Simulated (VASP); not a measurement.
# ZnSe (Stilleite) (F-43m) in VASP: notebook

The runs below take ZnSe (Stilleite) through G0W0 quasiparticle levels, with PBE.

Everything below comes from runs of VASP 6.6.1. Logs are shortened: lines on timing, memory, paths and dates and some standing lists are left out, and cuts for length are marked.

### 1 The cell of the first run

It takes space group F-43m (No. 216, cubic). Conventional cell: a = 5.665 Å, b = 5.665 Å, c = 5.665 Å, α = 90.00°, β = 90.00°, γ = 90.00°. Within 3.2 Å of Zn (site symmetry -43m) lie 4 Se at 2.45 Å. Se (site symmetry -43m) has 4 Zn at 2.45 Å within 3.2 Å.

### 2 G0W0 quasiparticle levels, PBE

Input file POSCAR:

```
ZnSe
1.0
    0.0000000000      2.8324246733      2.8324246733
    2.8324246733      0.0000000000      2.8324246733
    2.8324246733      2.8324246733      0.0000000000
Zn Se
1 1
Direct
    0.0000000000      0.0000000000      0.0000000000
    0.2500000000      0.2500000000      0.2500000000
```

Input file INCAR.step1:

```
PREC = Accurate
ENCUT = 500
EDIFF = 1E-8
ISMEAR = 0
SIGMA = 0.01
LREAL = F
LASPH = T
NELM = 80
ALGO = Normal
LWAVE = T
LCHARG = F
GGA = PE
```

Input file INCAR.step2:

```
PREC = Accurate
ENCUT = 500
EDIFF = 1E-8
ISMEAR = 0
SIGMA = 0.01
LREAL = F
LASPH = T
NELM = 1
ALGO = Exact
LWAVE = T
LCHARG = F
GGA = PE
NBANDS = 258
LOPTICS = T
ISTART = 1
```

Input file INCAR.step3:

```
PREC = Accurate
ENCUT = 500
EDIFF = 1E-8
ISMEAR = 0
SIGMA = 0.01
LREAL = F
LASPH = T
ALGO = EVGW0
LWAVE = F
LCHARG = F
GGA = PE
NELMGW = 1
NBANDS = 258
ENCUTGW = 180.0
NOMEGA = 48
PRECFOCK = Fast
ISTART = 1
NBANDSGW = 17
```

Input file KPOINTS:

```
regular mesh
0
Gamma
  6 6 6
```

Potentials or basis: VASP PAW PBE potentials, release 64 (Zn_GW, Se_GW).

Started as:

```
$ cat potpaw_PBE.64/Zn_GW/POTCAR potpaw_PBE.64/Se_GW/POTCAR > POTCAR
$ cp INCAR.step1 INCAR
$ mpirun -np 1 vasp_std > vasp.out
$ cp INCAR.step2 INCAR
$ mpirun -np 1 vasp_std > vasp.out
$ cp INCAR.step3 INCAR
$ mpirun -np 1 vasp_std > vasp.out
```

OUTCAR:

```text
PREC = Accurate
   ENCUT = 500
   EDIFF = 1E-8
   ISMEAR = 0
   LREAL = F
   LASPH = T
   GGA = PE
   NELMGW = 1
   ENCUTGW = 180.0
   PRECFOCK = Fast
   ISTART = 1

 ion  position               nearest neighbor table
   1  0.000  0.000  0.000-   2 2.45   2 2.45   2 2.45   2 2.45
   2  0.250  0.250  0.250-   1 2.45   1 2.45   1 2.45   1 2.45

  LATTYP: Found a face centered cubic cell.
 ALAT       =     5.6648493466

  Lattice vectors:

 A1 = (   0.0000000000,   2.8324246733,   2.8324246733)
 A2 = (   2.8324246733,   0.0000000000,   2.8324246733)
 A3 = (   2.8324246733,   2.8324246733,   0.0000000000)

Analysis of symmetry for initial positions (statically):
=====================================================================
 Subroutine PRICEL returns:
 Original cell was already a primitive cell.

 Routine SETGRP: Setting up the symmetry group for a
 face centered cubic supercell.

 Subroutine GETGRP returns: Found 24 space group operations
 (whereof 24 operations were pure point group operations)
 out of a pool of 48 trial point group operations.

The static configuration has the point symmetry T_d .

Analysis of symmetry for dynamics (positions and initial velocities):
=====================================================================
 Subroutine PRICEL returns:
 Original cell was already a primitive cell.

 Routine SETGRP: Setting up the symmetry group for a
 face centered cubic supercell.

 Subroutine GETGRP returns: Found 24 space group operations
 (whereof 24 operations were pure point group operations)
 out of a pool of 48 trial point group operations.

The dynamic configuration has the point symmetry T_d .

 Subroutine INISYM returns: Found 24 space group operations
 (whereof 24 operations are pure point group operations),
 and found     1 'primitive' translations

----------------------------------------------------------------------------------------

                                     Primitive cell

  volume of cell :      45.4470

  direct lattice vectors                    reciprocal lattice vectors
     0.000000000  2.832424673  2.832424673    -0.176527201  0.176527201  0.176527201
     2.832424673  0.000000000  2.832424673     0.176527201 -0.176527201  0.176527201
     2.832424673  2.832424673  0.000000000     0.176527201  0.176527201 -0.176527201

  length of vectors
     4.005653387  4.005653387  4.005653387     0.305754081  0.305754081  0.305754081

  position of ions in fractional coordinates (direct lattice)
     0.000000000  0.000000000  0.000000000
     0.250000000  0.250000000  0.250000000

  ion indices of the primitive-cell ions
   primitive index   ion index
                 1           1
                 2           2

----------------------------------------------------------------------------------------

 KPOINTS: regular mesh

Automatic generation of k-mesh.
 Grid dimensions read from file:
 generate k-points for:    6    6    6

 Generating k-lattice:

  Cartesian coordinates                     Fractional coordinates (reciprocal lattice)
    -0.029421200  0.029421200  0.029421200     0.166666667  0.000000000  0.000000000
     0.029421200 -0.029421200  0.029421200     0.000000000  0.166666667  0.000000000
     0.029421200  0.029421200 -0.029421200     0.000000000  0.000000000  0.166666667

  Length of vectors
     0.050959014  0.050959014  0.050959014

  Shift w.r.t. Gamma in fractional coordinates (k-lattice)
     0.000000000  0.000000000  0.000000000

 Subroutine IBZKPT returns following result:
 ===========================================

 Found     16 irreducible k-points:

 Following reciprocal coordinates:
            Coordinates               Weight
  0.000000  0.000000  0.000000      1.000000
  0.166667  0.000000  0.000000      8.000000
  0.333333  0.000000  0.000000      8.000000
  0.500000  0.000000  0.000000      4.000000
  0.166667  0.166667  0.000000      6.000000
  0.333333  0.166667  0.000000     24.000000
[... 8 lines left out ...]
 -0.333333  0.333333  0.166667     24.000000
 -0.333333  0.500000  0.166667     12.000000
   k-points           NKPTS =     16   k-points in BZ     NKDIM =    216   number of bands    NBANDS=    258
   number of dos      NEDOS =    301   number of ions     NIONS =      2
   total plane-waves  NPLWV =  27000
   dimension x,y,z NGX =    30 NGY =   30 NGZ =   30
   dimension x,y,z NGXF=    60 NGYF=   60 NGZF=   60
   ions per type =               1   1
   NGX,Y,Z   is equivalent  to a cutoff of  12.45, 12.45, 12.45 a.u.
   NGXF,Y,Z  is equivalent  to a cutoff of  24.90, 24.90, 24.90 a.u.
 SYSTEM =  unknown system
   PREC   = accura    normal or accurate (medium, high low for compatibility)
   ISTART =      1    job   : 0-new  1-cont  2-samecut
   ICHARG =      0    charge: 1-file 2-atom 10-const
   ISPIN  =      1    spin polarized calculation?
   LNONCOLLINEAR =      F non collinear calculations
   LSORBIT =      F    spin-orbit coupling
   LASPH  =      T    aspherical Exc in radial PAW
   ENCUT  =  500.0 eV  36.75 Ry    6.06 a.u.   7.30  7.30  7.30*2*pi/ulx,y,z
   NELM   =     60;   NELMIN=  2; NELMDL=  0     # of ELM steps
   EDIFF  = 0.1E-07   stopping-criterion for ELM
   LREAL  =      F    real-space projection
   EDIFFG = 0.1E-06   stopping-criterion for IOM
   NSW    =      0    number of steps for IOM
   IBRION =     -1    ionic relax: 0-MD 1-quasi-New 2-CG
   NFREE  =      0    steps in history (QN), initial steepest desc. (CG)
   ISIF   =      0    stress and relaxation
   ISYM   =      3    0-nonsym 1-usesym 2-fastsym
   POTIM  = 0.5000    time-step for ionic-motion
   TEBEG  =    0.0;   TEEND  =   0.0 temperature during run
   PSTRESS=    0.0 pullay stress
   NELECT =      18.0000    total number of electrons
   NUPDOWN=      -1.0000    fix difference up-down
   EMIN   =  10.00;   EMAX   =-10.00  energy-range for DOS
   EFERMI =   0.00;   METHOD = LEGACY
   ISMEAR =     0;   SIGMA  =   0.01  broadening in eV -4-tet -1-fermi 0-gaus
   EFERMI_NEDOS =   21; number of points for ismear=-14 and -15
   IALGO  =     38    algorithm
   IMIX   =      4    mixing-type and parameters
     AMIX     =   0.40;   BMIX     =  1.00
     AMIX_MAG =   1.60;   BMIX_MAG =  1.00
  volume/ion in A,a.u.               =      22.72       153.35
  Fermi-wavevector in a.u.,A,eV,Ry     =   1.202257  2.271936 19.666157  1.445422
  Thomas-Fermi vector in A             =   2.338043
   LORBIT       =      0    0 simple, 1 ext, 2 COOP (PROOUT), +10 PAW based schemes
   GGA     = PE    functional components
   LHFCALC =     T    Hartree Fock is set to
   PRECFOCK=fast      Normal, Fast or Accurate (Low or Medium for compatibility)
   ENCUT4O =  -1.0   cutoff for four orbital integrals eV
   NKREDX  =     1    reduce k-point grid by
   NKREDY  =     1    reduce k-point grid by
   NKREDZ  =     1    reduce k-point grid by
   AEXX    =    1.0000 exact exchange contribution
   HFSCREEN=    0.0000 screening length (either q_TF or 0.3 A-1)
   HFSCREENC=   0.0000 screening length for correlation (either q_TF or 0.3 A-1)
   ENCUTFOCK=  -1.0 apply spherical cutoff to Coloumb kernel
   IVDW    =     0    specifies the selected vdW correction
   LEPSILON=     F    determine dielectric tensor
   LRPA    =     F    only Hartree local field effects (RPA)
   LRPAFORCE           =     F    calculate RPA forces
   ENCUTGW             = 180.0    cutoff for response function in eV
   ENCUTGWSOFT         = 144.0    soft cutoff for Coulomb kernel in GW response function in eV
   ENCUTLF             =  -1.0    cutoff for local field effects
   NELMGW              =     1    number of iterations in solving QP/BSE equation
   NELMHF              =     1    number of iterations in the inner HF iteration
   NKREDLFX            =     1    NKREDLFY  =   1   NKREDLFZ  =   1
 non-spin polarized calculation
 Gauss-broadening in eV      SIGMA  =   0.01
  energy-cutoff  :      500.00
  volume of cell :       45.45
 maximum number of plane-waves:      1167
 NGX is ok and might be reduce to    30
  NGX = 18; NGY = 18; NGZ = 18
   NGX = 15   NGY = 15   NGZ = 15
 maximum number of plane-waves:       262

 QP shifts <psi_nk| G(iteration)W_0 |psi_nk>: iteration 1
 for sc-GW calculations column KS-energies equals QP-energies in previous step
 and V_xc(KS)=  KS-energies - (<T + V_ion + V_H > + <T+V_H+V_ion>^1  + <V_x>^1)

 k-point   1 :       0.0000    0.0000    0.0000
  band No.  KS-energies  QP-energies   sigma(KS)   V_xc(KS)     V^pw_x(r,r')   Z            occupation Imag(sigma)

      1     -10.6056     -11.2380     -13.2798     -12.3165     -19.8532       0.6565       2.0000       0.9905
      2      -3.8883      -5.4754     -22.0403     -19.6751     -30.8317       0.6710       2.0000       0.1743
      3      -3.8883      -5.4754     -22.0403     -19.6751     -30.8317       0.6710       2.0000       0.1743
      4      -3.8883      -5.4754     -22.0403     -19.6751     -30.8317       0.6710       2.0000       0.1743
      5      -3.5171      -5.1840     -22.9576     -20.4975     -32.0537       0.6775       2.0000       0.1578
      6      -3.5171      -5.1840     -22.9576     -20.4975     -32.0537       0.6775       2.0000       0.1578
[... 9 lines left out ...]
     16      14.1214      14.3026     -10.0954     -10.3345      -5.0229       0.7579       0.0000      -0.2837
     17      15.7144      15.5730      -7.8161      -7.6316      -2.2873       0.7662       0.0000      -0.5044

 k-point   2 :       0.1667    0.0000    0.0000
  band No.  KS-energies  QP-energies   sigma(KS)   V_xc(KS)     V^pw_x(r,r')   Z            occupation Imag(sigma)

      1     -10.4307     -11.0656     -13.3915     -12.4270     -19.8988       0.6583       2.0000       0.9682
      2      -3.8723      -5.4437     -21.7403     -19.4025     -30.3833       0.6722       2.0000       0.1748
      3      -3.8618      -5.4527     -22.0957     -19.7279     -30.9038       0.6719       2.0000       0.1740
      4      -3.8618      -5.4527     -22.0957     -19.7279     -30.9038       0.6719       2.0000       0.1740
      5      -3.5190      -5.1833     -22.9489     -20.4901     -32.0454       0.6769       2.0000       0.1582
      6      -3.5190      -5.1833     -22.9489     -20.4901     -32.0454       0.6769       2.0000       0.1582
[... 9 lines left out ...]
     16      13.6790      13.6743      -7.9154      -7.9092      -2.4610       0.7571       0.0000      -0.3417
     17      15.2319      15.1902      -8.0120      -7.9574      -2.5144       0.7619       0.0000      -0.4280

 k-point   3 :       0.3333    0.0000    0.0000
  band No.  KS-energies  QP-energies   sigma(KS)   V_xc(KS)     V^pw_x(r,r')   Z            occupation Imag(sigma)
[... 253 lines left out ...]
      1      -9.6117     -10.2607     -14.0716     -13.1100     -20.3191       0.6750       2.0000       0.8560
      2      -3.7757      -5.3720     -21.9793     -19.6191     -30.6977       0.6764       2.0000       0.1724
      3      -3.7202      -5.3329     -22.3675     -19.9809     -31.2642       0.6757       2.0000       0.1720
      4      -3.5532      -5.2036     -22.8180     -20.3776     -31.8964       0.6763       2.0000       0.1645
      5      -3.5236      -5.1721     -22.8110     -20.3717     -31.8502       0.6758       2.0000       0.1606
      6      -3.2736      -4.8889     -22.7682     -20.3890     -31.7052       0.6789       2.0000       0.1677
[... 9 lines left out ...]
     16      16.6637      16.8959     -10.3475     -10.6552      -4.3822       0.7548       0.0000      -0.5818
     17      17.6164      17.6197      -8.5290      -8.5333      -2.6750       0.7598       0.0000      -0.5968

 k-point  16 :      -0.3333    0.5000    0.1667
  band No.  KS-energies  QP-energies   sigma(KS)   V_xc(KS)     V^pw_x(r,r')   Z            occupation Imag(sigma)

      1      -9.5406     -10.1913     -14.1366     -13.1762     -20.3660       0.6776       2.0000       0.8495
      2      -3.7909      -5.3632     -21.5134     -19.1904     -30.0119       0.6768       2.0000       0.1731
      3      -3.6711      -5.2995     -22.6417     -20.2326     -31.6667       0.6759       2.0000       0.1719
      4      -3.5983      -5.2240     -22.5752     -20.1704     -31.5301       0.6760       2.0000       0.1681
      5      -3.5030      -5.1629     -22.9360     -20.4854     -32.0324       0.6774       2.0000       0.1598
      6      -3.2458      -4.8719     -22.8647     -20.4757     -31.8573       0.6807       2.0000       0.1681
[... 9 lines left out ...]
     16      16.8254      16.8539      -9.3782      -9.4159      -3.6025       0.7576       0.0000      -0.5665
     17      17.1888      17.4304      -9.8799     -10.1998      -3.8808       0.7551       0.0000      -0.5757
```

Run time: 46 min. Hardware: 1 thread of Intel Xeon Platinum 8375C at 2.90GHz (Ice Lake), shared host; peak memory 1.5 GiB.

What came out:

```yaml
Band_gap_on_the_k_mesh_mean-field_level: 1.28 eV, direct
Quasiparticle_gap: 2.45 eV
Least_direct_quasiparticle_gap: 2.45 eV
```

Levels at points of the mesh, in eV from the valence-band top:
```
           k point  band 5  band 6  band 7  band 8  band 9  band 10  band 11  band 12  band 13
(0.00, 0.00, 0.00)   -6.18   -6.18    0.00    0.00    0.00     1.28     5.80     5.80     5.80
(0.50, 0.00, 0.00)   -6.16   -6.02   -5.24   -0.87   -0.87     2.54     6.38     6.38     8.57
(0.50, 0.50, 0.00)   -6.13   -6.00   -4.76   -2.19   -2.19     2.98     3.46    10.74    11.25
```

Caveat: bands, screening cutoff and mesh are small and nothing is extrapolated, so the quasiparticle values aren't converged.

### 3 G0W0 quasiparticle levels, PBE

POSCAR is that of step 2.

Input file INCAR.step1:

```
SYSTEM = ZnSe
  PREC = Accurate
  ENCUT = 500
  EDIFF = 1E-8
  ISMEAR = 0
  SIGMA = 0.01
  LREAL = .False.
  LASPH = .True.
  NELM = 80
  ALGO = Normal
  LWAVE = .True.
  LCHARG = .False.
  GGA = PE
```

Input file INCAR.step2:

```
SYSTEM = ZnSe
  PREC = Accurate
  ENCUT = 500
  EDIFF = 1E-8
  ISMEAR = 0
  SIGMA = 0.01
  LREAL = .False.
  LASPH = .True.
  NELM = 1
  ALGO = Exact
  LWAVE = .True.
  LCHARG = .False.
  GGA = PE
  NBANDS = 258
  LOPTICS = .True.
  ISTART = 1
```

Input file INCAR.step3:

```
SYSTEM = ZnSe
  PREC = Accurate
  ENCUT = 500
  EDIFF = 1E-8
  ISMEAR = 0
  SIGMA = 0.01
  LREAL = .False.
  LASPH = .True.
  ALGO = EVGW0
  LWAVE = .False.
  LCHARG = .False.
  GGA = PE
  NELMGW = 1
  NBANDS = 258
  ENCUTGW = 180.0
  NOMEGA = 48
  PRECFOCK = Fast
  ISTART = 1
  NBANDSGW = 17
```

Input file KPOINTS:

```
regular mesh
0
Gamma
  6 6 6
  0 0 0
```

Potentials or basis: VASP PAW PBE potentials, release 64 (Zn_GW, Se_GW).

Started as:

```
$ cat potpaw_PBE.64/Zn_GW/POTCAR potpaw_PBE.64/Se_GW/POTCAR > POTCAR
$ cp INCAR.step1 INCAR
$ mpirun -np 1 vasp_std > vasp.out
$ cp INCAR.step2 INCAR
$ mpirun -np 1 vasp_std > vasp.out
$ cp INCAR.step3 INCAR
$ mpirun -np 1 vasp_std > vasp.out
```

OUTCAR:

```text
SYSTEM = ZnSe
   PREC = Accurate
   ENCUT = 500
   EDIFF = 1E-8
   ISMEAR = 0
   LREAL = .False.
   LASPH = .True.
   GGA = PE
   NELMGW = 1
   ENCUTGW = 180.0
   PRECFOCK = Fast
   ISTART = 1

 ion  position               nearest neighbor table
   1  0.000  0.000  0.000-   2 2.45   2 2.45   2 2.45   2 2.45
   2  0.250  0.250  0.250-   1 2.45   1 2.45   1 2.45   1 2.45

  LATTYP: Found a face centered cubic cell.
 ALAT       =     5.6648493466

  Lattice vectors:

[... 161 lines left out ...]
   ENCUTGW             = 180.0    cutoff for response function in eV
   ENCUTGWSOFT         = 144.0    soft cutoff for Coulomb kernel in GW response function in eV
   ENCUTLF             =  -1.0    cutoff for local field effects
   NELMGW              =     1    number of iterations in solving QP/BSE equation
   NELMHF              =     1    number of iterations in the inner HF iteration
   NKREDLFX            =     1    NKREDLFY  =   1   NKREDLFZ  =   1
 non-spin polarized calculation
 Gauss-broadening in eV      SIGMA  =   0.01
  energy-cutoff  :      500.00
  volume of cell :       45.45
 maximum number of plane-waves:      1167
 NGX is ok and might be reduce to    30
  NGX = 18; NGY = 18; NGZ = 18
   NGX = 15   NGY = 15   NGZ = 15
 maximum number of plane-waves:       262

 QP shifts <psi_nk| G(iteration)W_0 |psi_nk>: iteration 1
 for sc-GW calculations column KS-energies equals QP-energies in previous step
 and V_xc(KS)=  KS-energies - (<T + V_ion + V_H > + <T+V_H+V_ion>^1  + <V_x>^1)

 k-point   1 :       0.0000    0.0000    0.0000
  band No.  KS-energies  QP-energies   sigma(KS)   V_xc(KS)     V^pw_x(r,r')   Z            occupation Imag(sigma)

      1     -10.6056     -11.2380     -13.2798     -12.3165     -19.8532       0.6565       2.0000       0.9905
      2      -3.8883      -5.4754     -22.0403     -19.6751     -30.8317       0.6710       2.0000       0.1743
      3      -3.8883      -5.4754     -22.0403     -19.6751     -30.8317       0.6710       2.0000       0.1743
      4      -3.8883      -5.4754     -22.0403     -19.6751     -30.8317       0.6710       2.0000       0.1743
      5      -3.5171      -5.1840     -22.9576     -20.4975     -32.0537       0.6775       2.0000       0.1578
      6      -3.5171      -5.1840     -22.9576     -20.4975     -32.0537       0.6775       2.0000       0.1578
[... 311 lines left out ...]
      3      -3.6711      -5.2995     -22.6417     -20.2326     -31.6667       0.6759       2.0000       0.1719
      4      -3.5983      -5.2240     -22.5752     -20.1704     -31.5301       0.6760       2.0000       0.1681
      5      -3.5030      -5.1629     -22.9360     -20.4854     -32.0324       0.6774       2.0000       0.1598
      6      -3.2458      -4.8719     -22.8647     -20.4757     -31.8573       0.6807       2.0000       0.1681
[... 9 lines left out ...]
     16      16.8254      16.8539      -9.3782      -9.4159      -3.6025       0.7576       0.0000      -0.5665
     17      17.1888      17.4304      -9.8799     -10.1998      -3.8808       0.7551       0.0000      -0.5757
```

It took 40 min on 1 thread of Intel Xeon Platinum 8488C (Sapphire Rapids), shared host; peak memory 1.5 GiB.

What came out:

```yaml
Band_gap_on_the_k_mesh_mean-field_level: 1.28 eV, direct
Quasiparticle_gap: 2.45 eV
Least_direct_quasiparticle_gap: 2.45 eV
```

Caveat: bands, screening cutoff and mesh are small and nothing is extrapolated, so the quasiparticle values aren't converged.
